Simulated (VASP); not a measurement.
Wanted: the native input for a VASP 6.6.1 run.

```yaml
Task: single point
Functional: PBEsol-based global hybrid
Potentials_or_basis: VASP PAW PBE potentials, release 64 (Al, N)
Cutoff: 520 eV
k_mesh: 6 × 6 × 6
Occupations: fermi-dirac, width 0.05 eV
Spin: no spin polarisation
Dipole_correction: no
Grid_for_exact_exchange_PRECFOCK: Normal
Share_of_exact_exchange: 0.25
Further_INCAR_settings: ALGO = Normal; EDIFF = 1e-07; NBANDS = 11
```

Crystal: AlN.

```
Al N
1.0
     0.00000    2.00682    2.00682
     2.00682    0.00000    2.00682
     2.00682    2.00682    0.00000
Al N
1 1
Direct
  0.50000 0.50000 0.50000
  0.00000 0.00000 0.00000
```

These files were run (other wordings do the same):

POSCAR

```
AlN
1.0
    0.0000000000      2.0068216327      2.0068216327
    2.0068216327      0.0000000000      2.0068216327
    2.0068216327      2.0068216327      0.0000000000
Al N
1 1
Direct
    0.5000000000      0.5000000000      0.5000000000
    0.0000000000      0.0000000000      0.0000000000
```

INCAR.step1

```
  PREC = Accurate
  ENCUT = 520
  EDIFF = 1E-5
  ISMEAR = -1
  SIGMA = 0.05
  LREAL = False
  LASPH = True
  NELM = 100
  ALGO = Normal
  ISIF = 2
  LWAVE = True
  LCHARG = False
  NBANDS = 11
  GGA = PE
```

INCAR.step2

```
  PREC = Accurate
  ENCUT = 520
  EDIFF = 1E-7
  ISMEAR = -1
  SIGMA = 0.05
  LREAL = False
  LASPH = True
  NELM = 100
  ALGO = Normal
  ISIF = 2
  LWAVE = False
  LCHARG = False
  GGA = PS
  LHFCALC = True
  AEXX = 0.25
  PRECFOCK = Normal
  NBANDS = 11
  ISTART = 1
```

KPOINTS

```
regular mesh
0
Gamma
  6 6 6
```

Potentials or basis: VASP PAW PBE potentials, release 64 (Al, N).

The run is started by

```console
$ cat potpaw_PBE.64/Al/POTCAR potpaw_PBE.64/N/POTCAR > POTCAR
$ cp INCAR.step1 INCAR
$ mpirun -np 1 vasp_std > vasp.out
$ cp INCAR.step2 INCAR
$ mpirun -np 1 vasp_std > vasp.out
```

Results of the run:

```
Pressure               : 0.3 GPa
Band gap on the k mesh : 6.94 eV, indirect (least direct gap 8.32 eV)
```

Caveat: the k points lie up to 0.45 Å⁻¹ apart; the PAW data sets were made with another functional, which shifts forces and pressure a little.

Wall time 110 s on 1 thread of Intel(R) Xeon(R) Platinum 8488C (Sapphire Rapids) (shared host), peak memory 0.14 GiB.
